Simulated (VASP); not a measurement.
# Ti4C3 (P4mm) in VASP: single point with PBE

Aim: the single point of Ti4C3 with PBE.

All numbers are computed with VASP 6.6.1; they aren't measurements. Logs are shortened: lines on timing, memory, paths and dates and some standing lists are left out, and cuts for length are marked.

### Step 1. The cell of the first run

The typed cell holds 7 atoms: a = 6.297 Å, b = 6.297 Å, c = 2.853 Å, α = 90.00°, β = 90.00°, γ = 90.00°.

The cell was built from a structure type or drawn by symmetry, and may not be a known phase.

### Step 2. Single point, PBE

INCAR reads:

```
PREC = Accurate
ENCUT = 600
EDIFF = 1E-6
ISMEAR = 0
SIGMA = 0.2
LREAL = F
LASPH = T
NELM = 120
ALGO = Normal
ISIF = 2
LWAVE = F
LCHARG = F
GGA = PE
NBANDS = 39
GGA_COMPAT = F
```

KPOINTS reads:

```
Automatic mesh
0
Gamma
  3 3 5
```

POSCAR reads:

```
Ti4C3
1.0
    6.2967501423      0.0000000000      0.0000000000
    0.0000000000      6.2967501423      0.0000000000
    0.0000000000      0.0000000000      2.8527295578
Ti C
4 3
Direct
    0.6856423916      0.0000000000      0.5717968892
    0.3143576084      0.0000000000      0.5717968892
    0.0000000000      0.6856423916      0.5717968892
    0.0000000000      0.3143576084      0.5717968892
    0.0000000000      0.0000000000      0.0718832105
    0.0000000000      0.0000000000      0.5718958570
    0.5000000000      0.5000000000      0.5707944057
```

Potentials or basis: VASP PAW PBE potentials, release 64 (Ti_sv, C).

Command:

```bash
$ cat potpaw_PBE.64/Ti_sv/POTCAR potpaw_PBE.64/C/POTCAR > POTCAR
$ mpirun -np 1 vasp_std > vasp.out
```

OUTCAR:

```text
PREC = Accurate
   ENCUT = 600
   EDIFF = 1E-6
   ISMEAR = 0
   LREAL = F
   LASPH = T
   NELM = 120
   ISIF = 2
   GGA = PE

 ion  position               nearest neighbor table
   1  0.686  0.000  0.572-   6 1.98   2 2.34   5 2.44   5 2.44   3 2.80   4 2.80
   2  0.314  0.000  0.572-   6 1.98   1 2.34   5 2.44   5 2.44   3 2.80   4 2.80
   3  0.000  0.686  0.572-   6 1.98   4 2.34   5 2.44   5 2.44   2 2.80   1 2.80
   4  0.000  0.314  0.572-   6 1.98   3 2.34   5 2.44   5 2.44   2 2.80   1 2.80
   5  0.000  0.000  0.072-   6 1.43   6 1.43   2 2.44   3 2.44   4 2.44   1 2.44   1 2.44   2 2.44
                             3 2.44   4 2.44
   6  0.000  0.000  0.572-   5 1.43   5 1.43   3 1.98   4 1.98   1 1.98   2 1.98
   7  0.500  0.500  0.571-

  LATTYP: Found a simple tetragonal cell.
 ALAT       =     6.2967501423
 C/A-ratio  =     0.4530479205

  Lattice vectors:

 A1 = (   6.2967501423,   0.0000000000,   0.0000000000)
 A2 = (   0.0000000000,   6.2967501423,   0.0000000000)
 A3 = (   0.0000000000,   0.0000000000,   2.8527295578)

Analysis of symmetry for initial positions (statically):
=====================================================================
 Subroutine PRICEL returns:
 Original cell was already a primitive cell.

 Routine SETGRP: Setting up the symmetry group for a
 simple tetragonal supercell.

 Subroutine GETGRP returns: Found  8 space group operations
 (whereof  8 operations were pure point group operations)
 out of a pool of 16 trial point group operations.

The static configuration has the point symmetry C_4v.

Analysis of symmetry for dynamics (positions and initial velocities):
=====================================================================
 Subroutine PRICEL returns:
 Original cell was already a primitive cell.

 Routine SETGRP: Setting up the symmetry group for a
 simple tetragonal supercell.

 Subroutine GETGRP returns: Found  8 space group operations
 (whereof  8 operations were pure point group operations)
 out of a pool of 16 trial point group operations.

The dynamic configuration has the point symmetry C_4v.

 Subroutine INISYM returns: Found  8 space group operations
 (whereof  8 operations are pure point group operations),
 and found     1 'primitive' translations

----------------------------------------------------------------------------------------

                                     Primitive cell

  volume of cell :     113.1081

  direct lattice vectors                    reciprocal lattice vectors
     6.296750142  0.000000000  0.000000000     0.158812082  0.000000000  0.000000000
     0.000000000  6.296750142  0.000000000     0.000000000  0.158812082  0.000000000
     0.000000000  0.000000000  2.852729558     0.000000000  0.000000000  0.350541466

  length of vectors
     6.296750142  6.296750142  2.852729558     0.158812082  0.158812082  0.350541466

  position of ions in fractional coordinates (direct lattice)
     0.685642392  0.000000000  0.571796889
     0.314357608  0.000000000  0.571796889
     0.000000000  0.685642392  0.571796889
     0.000000000  0.314357608  0.571796889
     0.000000000  0.000000000  0.071883210
     0.000000000  0.000000000  0.571895857
     0.500000000  0.500000000  0.570794406

  ion indices of the primitive-cell ions
   primitive index   ion index
                 1           1
                 2           2
                 3           3
                 4           4
                 5           5
                 6           6
                 7           7

----------------------------------------------------------------------------------------

 KPOINTS: Automatic mesh

Automatic generation of k-mesh.
 Grid dimensions read from file:
 generate k-points for:    3    3    5

 Generating k-lattice:

  Cartesian coordinates                     Fractional coordinates (reciprocal lattice)
     0.052937361  0.000000000  0.000000000     0.333333333  0.000000000  0.000000000
     0.000000000  0.052937361  0.000000000     0.000000000  0.333333333  0.000000000
     0.000000000  0.000000000  0.070108293     0.000000000  0.000000000  0.200000000

  Length of vectors
     0.052937361  0.052937361  0.070108293

  Shift w.r.t. Gamma in fractional coordinates (k-lattice)
     0.000000000  0.000000000  0.000000000

 Subroutine IBZKPT returns following result:
 ===========================================

 Found      9 irreducible k-points:

 Following reciprocal coordinates:
            Coordinates               Weight
  0.000000  0.000000  0.000000      1.000000
  0.333333  0.000000  0.000000      4.000000
  0.333333  0.333333  0.000000      4.000000
  0.000000  0.000000  0.200000      2.000000
  0.333333  0.000000  0.200000      8.000000
  0.333333  0.333333  0.200000      8.000000
  0.000000  0.000000  0.400000      2.000000
  0.333333  0.000000  0.400000      8.000000
  0.333333  0.333333  0.400000      8.000000
   k-points           NKPTS =      9   k-points in BZ     NKDIM =      9   number of bands    NBANDS=     39
   number of dos      NEDOS =    301   number of ions     NIONS =      7
   total plane-waves  NPLWV =  60000
   dimension x,y,z NGX =    50 NGY =   50 NGZ =   24
   dimension x,y,z NGXF=   100 NGYF=  100 NGZF=   48
   ions per type =               4   3
   NGX,Y,Z   is equivalent  to a cutoff of  13.20, 13.20, 13.99 a.u.
   NGXF,Y,Z  is equivalent  to a cutoff of  26.40, 26.40, 27.97 a.u.
 SYSTEM =  unknown system
   PREC   = accura    normal or accurate (medium, high low for compatibility)
   ISTART =      0    job   : 0-new  1-cont  2-samecut
   ICHARG =      2    charge: 1-file 2-atom 10-const
   ISPIN  =      1    spin polarized calculation?
   LNONCOLLINEAR =      F non collinear calculations
   LSORBIT =      F    spin-orbit coupling
   LASPH  =      T    aspherical Exc in radial PAW
   ENCUT  =  600.0 eV  44.10 Ry    6.64 a.u.  12.58 12.58  5.70*2*pi/ulx,y,z
   NELM   =    120;   NELMIN=  2; NELMDL= -5     # of ELM steps
   EDIFF  = 0.1E-05   stopping-criterion for ELM
   LREAL  =      F    real-space projection
   EDIFFG = 0.1E-04   stopping-criterion for IOM
   NSW    =      0    number of steps for IOM
   IBRION =     -1    ionic relax: 0-MD 1-quasi-New 2-CG
   NFREE  =      0    steps in history (QN), initial steepest desc. (CG)
   ISIF   =      2    stress and relaxation
   ISYM   =      2    0-nonsym 1-usesym 2-fastsym
   POTIM  = 0.5000    time-step for ionic-motion
   TEBEG  =    0.0;   TEEND  =   0.0 temperature during run
   PSTRESS=    0.0 pullay stress
   NELECT =      60.0000    total number of electrons
   NUPDOWN=      -1.0000    fix difference up-down
   EMIN   =  10.00;   EMAX   =-10.00  energy-range for DOS
   EFERMI =   0.00;   METHOD = LEGACY
   ISMEAR =     0;   SIGMA  =   0.20  broadening in eV -4-tet -1-fermi 0-gaus
   EFERMI_NEDOS =   21; number of points for ismear=-14 and -15
   IALGO  =     38    algorithm
   IMIX   =      4    mixing-type and parameters
     AMIX     =   0.40;   BMIX     =  1.00
     AMIX_MAG =   1.60;   BMIX_MAG =  1.00
  volume/ion in A,a.u.               =      16.16       109.04
  Fermi-wavevector in a.u.,A,eV,Ry     =   1.325239  2.504338 23.895331  1.756257
  Thomas-Fermi vector in A             =   2.454714
   LORBIT       =      0    0 simple, 1 ext, 2 COOP (PROOUT), +10 PAW based schemes
   GGA     = PE    functional components
   LHFCALC =     F    Hartree Fock is set to
   AEXX    =    0.0000 exact exchange contribution
   IVDW    =     0    specifies the selected vdW correction
   LEPSILON=     F    determine dielectric tensor
   LRPA    =     F    only Hartree local field effects (RPA)
 non-spin polarized calculation
 Gauss-broadening in eV      SIGMA  =   0.20
  energy-cutoff  :      600.00
  volume of cell :      113.11
 maximum number of plane-waves:      3796
 NGX is ok and might be reduce to    50
   NGX = 25   NGY = 25   NGZ = 11

 number of electron      60.0000000 magnetization

 Free energy of the ion-electron system (eV)
  ---------------------------------------------------
  ext. energy  EPLUGINS =         0.00000000
  ---------------------------------------------------
  free energy    TOTEN  =       -46.63843813 eV

  energy without entropy =      -46.48667265  energy(sigma->0) =      -46.56255539

 E-fermi :   5.5919     XC(G=0): -10.3304

 val. band max:        5.5463441344   @ k =   0.3333   0.0000   0.0000
 cond. band min:       5.6020519110   @ k =   0.0000   0.0000   0.2000
 fundamental gap:      0.0557077765
 Fermi energy:         5.5919460657

 k-point     1 :       0.0000    0.0000    0.0000
  band No.  band energies     occupation
      1     -51.3702      2.00000
      2     -51.2982      2.00000
      3     -51.1327      2.00000
      4     -51.1327      2.00000
      5     -28.4198      2.00000
      6     -27.9852      2.00000
[... 31 lines left out ...]
     38       7.5653      0.00000
     39       7.6675      0.00000

 k-point     2 :       0.3333    0.0000    0.0000
  band No.  band energies     occupation
      1     -51.3546      2.00000
      2     -51.3186      2.00000
      3     -51.1327      2.00000
      4     -51.1280      2.00000
      5     -28.3296      2.00000
      6     -28.1185      2.00000
[... 31 lines left out ...]
     38       7.7162      0.00000
     39       7.8161      0.00000

 k-point     3 :       0.3333    0.3333    0.0000
  band No.  band energies     occupation
      1     -51.3444      2.00000
      2     -51.3261      2.00000
      3     -51.1597      2.00000
      4     -51.1037      2.00000
      5     -28.2675      2.00000
      6     -28.1595      2.00000
[... 202 lines left out ...]
 k-point     8 :       0.3333    0.0000    0.4000
  band No.  band energies     occupation
      1     -51.3067      2.00000
      2     -51.2718      2.00000
      3     -51.0881      2.00000
      4     -51.0836      2.00000
      5     -28.2578      2.00000
      6     -28.0619      2.00000
[... 31 lines left out ...]
     38       7.2211      0.00000
     39       7.6506      0.00000

 k-point     9 :       0.3333    0.3333    0.4000
  band No.  band energies     occupation
      1     -51.2969      2.00000
      2     -51.2792      2.00000
      3     -51.1142      2.00000
      4     -51.0600      2.00000
      5     -28.2016      2.00000
      6     -28.1018      2.00000
[... 31 lines left out ...]
     38       7.2988      0.00000
     39       7.9302      0.00000

------------------------ aborting loop because EDIFF is reached ----------------------------------------

  FORCE on cell =-STRESS in cart. coord.  units (eV):
  Direction    XX          YY          ZZ          XY          YZ          ZX
  --------------------------------------------------------------------------------------
  -------------------------------------------------------------------------------------
  Total        0.1967460      0.1967460     -0.2139152      0.0000000      0.0000000      0.0000000
  in kB        2.7869107      2.7869107     -3.0301119      0.0000000      0.0000000      0.0000000
  external PRESSURE =       0.8479032 kB  Pullay stress =       0.0000000 kB

 VOLUME and BASIS-vectors are now :
 -----------------------------------------------------------------------------
  energy-cutoff  :      600.00
  volume of cell :      113.11
      direct lattice vectors                 reciprocal lattice vectors
     6.296750142  0.000000000  0.000000000     0.158812082  0.000000000  0.000000000
     0.000000000  6.296750142  0.000000000     0.000000000  0.158812082  0.000000000
     0.000000000  0.000000000  2.852729558     0.000000000  0.000000000  0.350541466

 POSITION                                       TOTAL-FORCE (eV/Angst)
 -----------------------------------------------------------------------------------
      4.31732      0.00000      1.63118         0.012392     -0.000000      0.000110
      1.97943      0.00000      1.63118        -0.012392     -0.000000      0.000110
      0.00000      4.31732      1.63118         0.000000      0.012392      0.000110
      0.00000      1.97943      1.63118         0.000000     -0.012392      0.000110
      0.00000      0.00000      0.20506         0.000000     -0.000000      0.000313
      0.00000      0.00000      1.63146         0.000000     -0.000000     -0.002231
      3.14838      3.14838      1.62832         0.000000     -0.000000      0.001476
 -----------------------------------------------------------------------------------
    total drift:                                0.000000      0.000000      0.000091

  FREE ENERGIE OF THE ION-ELECTRON SYSTEM (eV)
  ---------------------------------------------------
  free  energy   TOTEN  =       -46.6384381318 eV

  energy  without entropy=      -46.4866726477  energy(sigma->0) =      -46.56255539
```

Wall time 36 s (1 thread of AMD EPYC 9R45 (Zen 5), shared host); peak memory 0.21 GiB.

Results:

| Quantity | Value |
| --- | --- |
| Free energy | -46.6384 eV |
| Pressure | 0.1 GPa |
| Largest force | 0.012 eV/Å |
| Band gap on the k mesh | zero (bands 30 and 31 overlap by 0.32 eV) |

Forces on the atoms (eV/Å):
```
Ti   0.012  0.000  0.000
Ti  -0.012  0.000  0.000
Ti   0.000  0.012  0.000
Ti   0.000 -0.012  0.000
C    0.000  0.000  0.000
C    0.000  0.000 -0.002
C    0.000  0.000  0.001
```

Caveat: the k points lie up to 0.44 Å⁻¹ apart.
